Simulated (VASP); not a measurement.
# WS3 in VASP: notebook

The runs below take WS3 through single point, with PBE.

Everything below comes from runs of VASP 6.6.1. Logs are shortened: lines on timing, memory, paths and dates and some standing lists are left out, and cuts for length are marked.

## (1) The cell of the first run

The typed cell holds 8 atoms: a = 2.959 Å, b = 9.219 Å, c = 9.197 Å, α = 119.89°, β = 89.99°, γ = 89.91°.

## (2) Single point, PBE

The input, INCAR:

```
SYSTEM = WS3
  PREC = Accurate
  ENCUT = 520
  EDIFF = 1E-7
  ISMEAR = 0
  SIGMA = 0.1
  LREAL = .False.
  LASPH = .True.
  NELM = 60
  ALGO = Normal
  ISIF = 2
  LWAVE = .False.
  LCHARG = .False.
  GGA = PE
  NBANDS = 42
```

The input, KPOINTS:

```
Automatic mesh
0
Gamma
  4 3 3
  0 0 0
```

The input, POSCAR:

```
WS3
1.0
    0.0038481412      0.0028695575      2.9593147132
    9.2186973964      0.0155513995      0.0023061091
   -4.5961361199      7.9657901422     -0.0007702766
W S
2 6
Direct
    0.7893965589      0.3335851960      0.6670816329
    0.2901424886      0.6665610870      0.3330840264
    0.2376848078      0.1635615484      0.4422335022
    0.2355357961      0.5579372707      0.7209916631
    0.2363166701      0.2783755823      0.8373136354
    0.7364222862      0.8364214518      0.5580180258
    0.7381376116      0.4420369480      0.2785903267
    0.7363637807      0.7215209156      0.1626871876
```

Potentials or basis: VASP PAW PBE potentials, release 64 (W_sv, S).

Started as:

```console
$ cat potpaw_PBE.64/W_sv/POTCAR potpaw_PBE.64/S/POTCAR > POTCAR
$ mpirun -np 1 vasp_std > vasp.out
```

OUTCAR:

```text
SYSTEM = WS3
   PREC = Accurate
   ENCUT = 520
   EDIFF = 1E-7
   ISMEAR = 0
   LREAL = .False.
   LASPH = .True.
   NELM = 60
   ISIF = 2
   GGA = PE

 ion  position               nearest neighbor table
   1  0.789  0.334  0.667-   5 2.29   4 2.29   3 2.29   3 2.49   4 2.49   5 2.49
   2  0.290  0.667  0.333-   8 2.29   7 2.29   6 2.29   6 2.49   7 2.49   8 2.49
   3  0.238  0.164  0.442-   1 2.29   1 2.49
   4  0.236  0.558  0.721-   1 2.29   1 2.49
   5  0.236  0.278  0.837-   1 2.29   1 2.49
   6  0.736  0.836  0.558-   2 2.29   2 2.49
   7  0.738  0.442  0.279-   2 2.29   2 2.49
   8  0.736  0.722  0.163-   2 2.29   2 2.49

  LATTYP: Found a triclinic cell.
 ALAT       =     9.6776808952
 B/A-ratio  =     0.9502943073
 C/A-ratio  =     0.3057879918
 COS(alpha) =     0.0001062699
 COS(beta)  =     0.3043094670
 COS(gamma) =     0.4747006780

  Lattice vectors:

 A1 = (   9.2148492552,   0.0126818420,  -2.9570086041)
 A2 = (   4.5961361199,  -7.9657901422,   0.0007702766)
 A3 = (  -0.0038481412,  -0.0028695575,  -2.9593147132)

Analysis of symmetry for initial positions (statically):
=====================================================================
 Subroutine PRICEL returns:
 Original cell was already a primitive cell.

 Routine SETGRP: Setting up the symmetry group for a
 triclinic supercell.

 Subroutine GETGRP returns: Found  1 space group operations
 (whereof  1 operations were pure point group operations)
 out of a pool of  2 trial point group operations.

The static configuration has the point symmetry C_1 .

Analysis of symmetry for dynamics (positions and initial velocities):
=====================================================================
 Subroutine PRICEL returns:
 Original cell was already a primitive cell.

 Routine SETGRP: Setting up the symmetry group for a
 triclinic supercell.

 Subroutine GETGRP returns: Found  1 space group operations
 (whereof  1 operations were pure point group operations)
 out of a pool of  2 trial point group operations.

The dynamic configuration has the point symmetry C_1 .

 Subroutine INISYM returns: Found  1 space group operations
 (whereof  1 operations are pure point group operations),
 and found     1 'primitive' translations

----------------------------------------------------------------------------------------

                                     Primitive cell

  volume of cell :     217.5264

  direct lattice vectors                    reciprocal lattice vectors
     0.003848141  0.002869558  2.959314713    -0.000084505 -0.000016082  0.337916196
     9.218697396  0.015551400  0.002306109     0.108369765  0.062527637 -0.000201550
    -4.596136120  7.965790142 -0.000770277    -0.000211537  0.125414759 -0.000121336

  length of vectors
     2.959318606  9.218710802  9.196645063     0.337916207  0.125114955  0.125414996

  position of ions in fractional coordinates (direct lattice)
     0.789396559  0.333585196  0.667081633
     0.290142489  0.666561087  0.333084026
     0.237684808  0.163561548  0.442233502
     0.235535796  0.557937271  0.720991663
     0.236316670  0.278375582  0.837313635
     0.736422286  0.836421452  0.558018026
     0.738137612  0.442036948  0.278590327
     0.736363781  0.721520916  0.162687188

  ion indices of the primitive-cell ions
   primitive index   ion index
                 1           1
                 2           2
                 3           3
                 4           4
                 5           5
                 6           6
                 7           7
                 8           8

----------------------------------------------------------------------------------------

 KPOINTS: Automatic mesh

Automatic generation of k-mesh.
 Grid dimensions read from file:
 generate k-points for:    4    3    3

 Generating k-lattice:

  Cartesian coordinates                     Fractional coordinates (reciprocal lattice)
    -0.000021126 -0.000004020  0.084479049     0.250000000  0.000000000 -0.000000000
     0.036123255  0.020842546 -0.000067183    -0.000000000  0.333333333  0.000000000
    -0.000070512  0.041804920 -0.000040445    -0.000000000 -0.000000000  0.333333333

  Length of vectors
     0.084479052  0.041704985  0.041804999

  Shift w.r.t. Gamma in fractional coordinates (k-lattice)
     0.000000000  0.000000000  0.000000000

 Subroutine IBZKPT returns following result:
 ===========================================

 Found     19 irreducible k-points:

 Following reciprocal coordinates:
            Coordinates               Weight
  0.000000  0.000000  0.000000      1.000000
  0.250000 -0.000000 -0.000000      2.000000
  0.500000 -0.000000 -0.000000      1.000000
  0.000000  0.333333  0.000000      2.000000
  0.250000  0.333333  0.000000      2.000000
  0.500000  0.333333  0.000000      2.000000
[... 11 lines left out ...]
  0.500000 -0.333333  0.333333      2.000000
 -0.250000 -0.333333  0.333333      2.000000
   k-points           NKPTS =     19   k-points in BZ     NKDIM =     19   number of bands    NBANDS=     42
   number of dos      NEDOS =    301   number of ions     NIONS =      8
   total plane-waves  NPLWV = 117600
   dimension x,y,z NGX =    24 NGY =   70 NGZ =   70
   dimension x,y,z NGXF=    48 NGYF=  140 NGZF=  140
   ions per type =               2   6
   NGX,Y,Z   is equivalent  to a cutoff of  13.48, 12.62, 12.65 a.u.
   NGXF,Y,Z  is equivalent  to a cutoff of  26.97, 25.25, 25.31 a.u.
 SYSTEM =  WS3
   PREC   = accura    normal or accurate (medium, high low for compatibility)
   ISTART =      0    job   : 0-new  1-cont  2-samecut
   ICHARG =      2    charge: 1-file 2-atom 10-const
   ISPIN  =      1    spin polarized calculation?
   LNONCOLLINEAR =      F non collinear calculations
   LSORBIT =      F    spin-orbit coupling
   LASPH  =      T    aspherical Exc in radial PAW
   ENCUT  =  520.0 eV  38.22 Ry    6.18 a.u.   5.50 17.14 17.10*2*pi/ulx,y,z
   NELM   =     60;   NELMIN=  2; NELMDL= -5     # of ELM steps
   EDIFF  = 0.1E-06   stopping-criterion for ELM
   LREAL  =      F    real-space projection
   EDIFFG = 0.1E-05   stopping-criterion for IOM
   NSW    =      0    number of steps for IOM
   IBRION =     -1    ionic relax: 0-MD 1-quasi-New 2-CG
   NFREE  =      0    steps in history (QN), initial steepest desc. (CG)
   ISIF   =      2    stress and relaxation
   ISYM   =      2    0-nonsym 1-usesym 2-fastsym
   POTIM  = 0.5000    time-step for ionic-motion
   TEBEG  =    0.0;   TEEND  =   0.0 temperature during run
   PSTRESS=    0.0 pullay stress
   NELECT =      64.0000    total number of electrons
   NUPDOWN=      -1.0000    fix difference up-down
   EMIN   =  10.00;   EMAX   =-10.00  energy-range for DOS
   EFERMI =   0.00;   METHOD = LEGACY
   ISMEAR =     0;   SIGMA  =   0.10  broadening in eV -4-tet -1-fermi 0-gaus
   EFERMI_NEDOS =   21; number of points for ismear=-14 and -15
   IALGO  =     38    algorithm
   IMIX   =      4    mixing-type and parameters
     AMIX     =   0.40;   BMIX     =  1.00
     AMIX_MAG =   1.60;   BMIX_MAG =  1.00
  volume/ion in A,a.u.               =      27.19       183.49
  Fermi-wavevector in a.u.,A,eV,Ry     =   1.088840  2.057610 16.130702  1.185573
  Thomas-Fermi vector in A             =   2.225031
   LORBIT       =      0    0 simple, 1 ext, 2 COOP (PROOUT), +10 PAW based schemes
   GGA     = PE    functional components
   LHFCALC =     F    Hartree Fock is set to
   AEXX    =    0.0000 exact exchange contribution
   IVDW    =     0    specifies the selected vdW correction
   LEPSILON=     F    determine dielectric tensor
   LRPA    =     F    only Hartree local field effects (RPA)
 non-spin polarized calculation
 Gauss-broadening in eV      SIGMA  =   0.10
  energy-cutoff  :      520.00
  volume of cell :      217.53
 maximum number of plane-waves:      5896
 NGX is ok and might be reduce to    24
   NGX = 11   NGY = 35   NGZ = 35

 number of electron      64.0000001 magnetization

 Free energy of the ion-electron system (eV)
  ---------------------------------------------------
  ext. energy  EPLUGINS =         0.00000000
  ---------------------------------------------------
  free energy    TOTEN  =       -53.57296650 eV

  energy without entropy =      -53.57296650  energy(sigma->0) =      -53.57296650

 E-fermi :   2.6036     XC(G=0):  -8.2685

 val. band max:        2.1384083403   @ k =   0.5000  -0.0000  -0.0000
 cond. band min:       3.1280641776   @ k =   0.5000  -0.3333   0.3333
 fundamental gap:      0.9896558373
 Fermi energy:         2.6036101946

 k-point     1 :       0.0000    0.0000    0.0000
  band No.  band energies     occupation
      1     -72.4427      2.00000
      2     -72.4420      2.00000
      3     -36.6888      2.00000
      4     -36.6885      2.00000
      5     -36.6880      2.00000
      6     -36.6877      2.00000
[... 34 lines left out ...]
     41       6.4570      0.00000
     42       6.4612      0.00000

 k-point     2 :       0.2500   -0.0000   -0.0000
  band No.  band energies     occupation
      1     -72.4314      2.00000
      2     -72.4306      2.00000
      3     -36.6591      2.00000
      4     -36.6589      2.00000
      5     -36.6584      2.00000
      6     -36.6581      2.00000
[... 34 lines left out ...]
     41       5.8615      0.00000
     42       5.9171      0.00000

 k-point     3 :       0.5000   -0.0000   -0.0000
  band No.  band energies     occupation
      1     -72.4200      2.00000
      2     -72.4192      2.00000
      3     -36.8837      2.00000
      4     -36.8834      2.00000
      5     -36.6292      2.00000
      6     -36.6290      2.00000
[... 672 lines left out ...]
      4     -36.8834      2.00000
      5     -36.6292      2.00000
      6     -36.6290      2.00000
[... 34 lines left out ...]
     41       7.0870      0.00000
     42       7.0903      0.00000

 k-point    19 :      -0.2500   -0.3333    0.3333
  band No.  band energies     occupation
      1     -72.4314      2.00000
      2     -72.4306      2.00000
      3     -36.6591      2.00000
      4     -36.6589      2.00000
      5     -36.6584      2.00000
      6     -36.6581      2.00000
[... 34 lines left out ...]
     41       5.8639      0.00000
     42       5.9477      0.00000

------------------------ aborting loop because EDIFF is reached ----------------------------------------

  FORCE on cell =-STRESS in cart. coord.  units (eV):
  Direction    XX          YY          ZZ          XY          YZ          ZX
  --------------------------------------------------------------------------------------
  -------------------------------------------------------------------------------------
  Total       -0.0686454     -0.0114725     -0.0034015     -0.0034638     -0.0025786     -0.0091683
  in kB       -0.5056038     -0.0845003     -0.0250532     -0.0255125     -0.0189928     -0.0675285
  external PRESSURE =      -0.2050524 kB  Pullay stress =       0.0000000 kB

 VOLUME and BASIS-vectors are now :
 -----------------------------------------------------------------------------
  energy-cutoff  :      520.00
  volume of cell :      217.53
      direct lattice vectors                 reciprocal lattice vectors
     0.003848141  0.002869558  2.959314713    -0.000084505 -0.000016082  0.337916196
     9.218697396  0.015551400  0.002306109     0.108369765  0.062527637 -0.000201550
    -4.596136120  7.965790142 -0.000770277    -0.000211537  0.125414759 -0.000121336

 POSITION                                       TOTAL-FORCE (eV/Angst)
 -----------------------------------------------------------------------------------
      0.01226      5.32129      2.33633        -0.018727     -0.023414     -0.009889
      4.61504      2.66448      0.85990         0.010659      0.007077     -0.017987
     -0.52383      3.52596      0.70342         0.006982     -0.002399     -0.001059
      1.83059      5.75262      0.69776        -0.000685      0.014266      0.004730
     -1.28124      6.67487      0.69933         0.013303      0.011027      0.006457
      5.14882      4.46018      2.18080        -0.005987      0.000456      0.003424
      2.79741      2.22818      2.18519        -0.004153     -0.002551      0.005864
      5.90658      1.30927      2.18067        -0.001392     -0.004461      0.008461
 -----------------------------------------------------------------------------------
    total drift:                                0.000028      0.000012     -0.000010

  FREE ENERGIE OF THE ION-ELECTRON SYSTEM (eV)
  ---------------------------------------------------
  free  energy   TOTEN  =       -53.5729665036 eV

  energy  without entropy=      -53.5729665036  energy(sigma->0) =      -53.57296650
```

It took 2 min on 1 thread of Intel Xeon 6975P-C (Granite Rapids), shared host; peak memory 0.4 GiB.

Results:

```yaml
Free_energy: -53.5730 eV
Pressure: 0.0 GPa
Largest_force: 0.032 eV/Å
Band_gap_on_the_k_mesh: 0.99 eV
```

Forces in eV/Å, atoms in the order of the input:
```
W   -0.019 -0.023 -0.010
W    0.011  0.007 -0.018
S    0.007 -0.002 -0.001
S   -0.001  0.014  0.005
S    0.013  0.011  0.006
S   -0.006  0.000  0.003
S   -0.004 -0.003  0.006
S   -0.001 -0.004  0.008
```

Caveat: the k points lie up to 0.53 Å⁻¹ apart; spin-orbit coupling is left out, which moves the levels of the heavy elements. A k mesh can miss the band edges.

## (3) Single point, PBE (29.20 Å³/atom)

This run uses another cell than the first one, of 29.20 Å³/atom.

The input, INCAR:

```
SYSTEM = WS3
PREC = Accurate
ENCUT = 520
EDIFF = 1E-7
ISMEAR = 0
SIGMA = 0.02
LREAL = .FALSE.
LASPH = .TRUE.
NELM = 60
ALGO = Normal
ISIF = 2
LWAVE = .FALSE.
LCHARG = .TRUE.
GGA = PE
LELF = .TRUE.
LVHAR = .TRUE.
NBANDS = 42
```

The input, KPOINTS:

```
regular mesh
0
G
  3 3 10
  0 0 0
```

The input, POSCAR:

```
WS3
1.0
    9.5697831387      0.0000000000      0.0000000000
   -4.7848915693      8.2876753069      0.0000000000
    0.0000000000      0.0000000000      2.9454817583
W S
2 6
Direct
    0.3333333333      0.6666666667      0.2121468176
    0.6666666667      0.3333333333      0.7121468176
    0.5516436534      0.8265937232      0.7618007334
    0.2749500698      0.4483563466      0.7618007334
    0.1734062768      0.7250499302      0.7618007334
    0.4483563466      0.1734062768      0.2618007334
    0.7250499302      0.5516436534      0.2618007334
    0.8265937232      0.2749500698      0.2618007334
```

Potentials or basis: VASP PAW PBE potentials, release 64 (W_sv, S).

Started as:

```console
$ cat potpaw_PBE.64/W_sv/POTCAR potpaw_PBE.64/S/POTCAR > POTCAR
$ mpirun -np 1 vasp_std > vasp.out
```

Wall time 1.8 min (1 thread of Intel Xeon 6975P-C (Granite Rapids), shared host); peak memory 0.41 GiB.

It converged, with:

- Free energy: -53.5725 eV
- Pressure: 0.1 GPa
- Largest force: 0.010 eV/Å
- Band gap on the k mesh: 0.85 eV (least direct gap 0.90 eV)

Forces in eV/Å, atoms in the order of the input:
```
W    0.000  0.000 -0.004
W    0.000  0.000 -0.004
S   -0.007 -0.007  0.001
S   -0.003  0.010  0.001
S    0.010 -0.002  0.001
S    0.007  0.007  0.001
S    0.003 -0.010  0.001
S   -0.010  0.002  0.001
```

Levels at points of the mesh, in eV from the valence-band top:
```csv
k point,band 30,band 31,band 32,band 33,band 34,band 35
"(0.00, 0.00, 0.00)",-1.45,-1.07,-0.85,1.07,1.20,2.12
"(0.00, 0.00, 0.50)",-0.97,0.00,0.00,0.90,0.90,1.02
```

Caveat: spin-orbit coupling is left out, which moves the levels of the heavy elements. A k mesh can miss the band edges.

## (4) Single point, PBE

This run uses another cell than the first one, of 30.95 Å³/atom.

The input, INCAR:

```
SYSTEM = WS3
  ALGO = Normal
  EDIFF = 1E-6
  ENCUT = 520
  GGA = PE
  ISIF = 2
  ISMEAR = 0
  LASPH = .True.
  LCHARG = .False.
  LREAL = .False.
  LWAVE = .False.
  NBANDS = 42
  NELM = 60
  PREC = Accurate
  SIGMA = 0.02
```

The input, KPOINTS:

```
k-points
0
Gamma
  3 3 10
  0 0 0
```

The input, POSCAR:

```
WS3
1.0
    9.8500507911      0.0000000000      0.0000000000
   -4.9250253956      8.5303942136      0.0000000000
    0.0000000000      0.0000000000      2.9463252075
W S
2 6
Direct
    0.6666666667      0.3333333333      0.7122619260
    0.3333333333      0.6666666667      0.2122619260
    0.7236876760      0.1781147554      0.2625518499
    0.8218852446      0.5455729206      0.2625518499
    0.4544270794      0.2763123240      0.2625518499
    0.2763123240      0.8218852446      0.7625518499
    0.1781147554      0.4544270794      0.7625518499
    0.5455729206      0.7236876760      0.7625518499
```

Started as:

```console
$ cat potpaw_PBE.64/W_sv/POTCAR potpaw_PBE.64/S/POTCAR > POTCAR
$ mpirun -np 1 vasp_std > vasp.out
```

Run time: 3.1 min. Hardware: 1 thread of Intel Xeon 6975P-C (Granite Rapids), shared host; peak memory 0.44 GiB.

It converged, with:

```yaml
Free_energy: -53.5794 eV
Pressure: 0.0 GPa
Largest_force: 0.011 eV/Å
Band_gap_on_the_k_mesh: 0.84 eV (least direct gap 0.87 eV)
```

Forces in eV/Å, atoms in the order of the input:
```
W    0.000  0.000 -0.008
W    0.000  0.000 -0.008
S   -0.008  0.007  0.003
S   -0.002 -0.011  0.003
S    0.010  0.004  0.003
S    0.008 -0.007  0.003
S    0.002  0.011  0.003
S   -0.010 -0.004  0.003
```

Levels at points of the mesh, in eV from the valence-band top:
```csv
k point,band 30,band 31,band 32,band 33,band 34,band 35
"(0.00, 0.00, 0.00)",-1.47,-1.13,-0.94,1.08,1.16,2.09
"(0.00, 0.00, 0.50)",-0.96,0.00,0.00,0.87,0.87,0.97
```

Caveat: spin-orbit coupling is left out, which moves the levels of the heavy elements. A k mesh can miss the band edges.

## (5) Single point, PBE

This run uses another cell than the first one, of 31.07 Å³/atom.

The input, INCAR:

```
SYSTEM = WS3
PREC = Accurate ; ENCUT = 520
EDIFF = 1E-6 ; ISMEAR = 0
SIGMA = 0.02 ; LREAL = .False.
LASPH = .True. ; NELM = 80
ALGO = Normal ; ISIF = 2
LWAVE = .False. ; LCHARG = .False.
GGA = PE ; NBANDS = 42
```

The input, KPOINTS:

```
Automatic mesh
0
Gamma
  3 3 10
  0 0 0
```

The input, POSCAR:

```
WS3
1.0
    9.8688827055      0.0000000000      0.0000000000
   -4.9344413527      8.5467031300      0.0000000000
    0.0000000000      0.0000000000      2.9464338952
W S
2 6
Direct
    0.3333333333      0.6666666667      0.2114392590
    0.6666666667      0.3333333333      0.7114392590
    0.5450977019      0.8217758066      0.7620365862
    0.2766781047      0.4549022981      0.7620365862
    0.1782241934      0.7233218953      0.7620365862
    0.4549022981      0.1782241934      0.2620365862
    0.7233218953      0.5450977019      0.2620365862
    0.8217758066      0.2766781047      0.2620365862
```

Started as:

```console
$ cat potpaw_PBE.64/W_sv/POTCAR potpaw_PBE.64/S/POTCAR > POTCAR
$ mpirun -np 1 vasp_std > vasp.out
```

It took 3.2 min on 1 thread of Intel Xeon 6975P-C (Granite Rapids), shared host; peak memory 0.46 GiB.

The run converged. Its results:

```
Free energy            : -53.5796 eV
Pressure               : 0.0 GPa
Largest force          : 0.009 eV/Å
Band gap on the k mesh : 0.84 eV (least direct gap 0.87 eV)
```

Forces on the atoms (eV/Å):
```
W    0.000  0.000 -0.002
W    0.000  0.000 -0.002
S   -0.006 -0.006  0.001
S   -0.002  0.008  0.001
S    0.008 -0.003  0.001
S    0.006  0.006  0.001
S    0.002 -0.008  0.001
S   -0.008  0.003  0.001
```

Levels at points of the mesh, in eV from the valence-band top:
```csv
k point,band 29,band 30,band 31,band 32,band 33,band 34,band 35,band 36
"(0.00, 0.00, 0.00)",-1.47,-1.47,-1.13,-0.95,1.08,1.16,2.09,2.09
"(0.00, 0.00, 0.50)",-0.97,-0.97,0.00,0.00,0.87,0.87,0.97,0.97
```

Caveat: spin-orbit coupling is left out, which moves the levels of the heavy elements. A k mesh can miss the band edges.

## (6) The runs side by side

| cell | k mesh | smearing | gap on the mesh (eV) | pressure (GPa) | largest force (eV/Å) |
| --- | --- | --- | --- | --- | --- |
| a = 2.959, b = 9.219, c = 9.197 Å, angles 119.9, 90.0, 89.9°, 8 atoms, atomic positions A | 4 × 3 × 3 | gaussian 0.1 eV | 0.99 | 0.0 | 0.03 |
| a = 9.570, b = 9.570, c = 2.945 Å, angles 90.0, 90.0, 120.0°, 8 atoms, atomic positions B | 3 × 3 × 10 | gaussian 0.02 eV | 0.85 | 0.1 | 0.01 |
| a = 9.850, b = 9.850, c = 2.946 Å, angles 90.0, 90.0, 120.0°, 8 atoms, atomic positions C | 3 × 3 × 10 | gaussian 0.02 eV | 0.84 | 0.0 | 0.01 |
| a = 9.869, b = 9.869, c = 2.946 Å, angles 90.0, 90.0, 120.0°, 8 atoms, atomic positions D | 3 × 3 × 10 | gaussian 0.02 eV | 0.84 | 0.0 | 0.01 |

Alike in all rows: task single point; level PBE; potentials or basis VASP PAW PBE potentials, release 64 (W_sv, S); no spin polarisation; cutoff (eV) 520.

Caveats: some runs use coarse meshes; spin-orbit coupling is left out, which moves the levels of the heavy elements.

Total energies depend on the potentials used, so only differences within one code and one set of settings carry meaning.
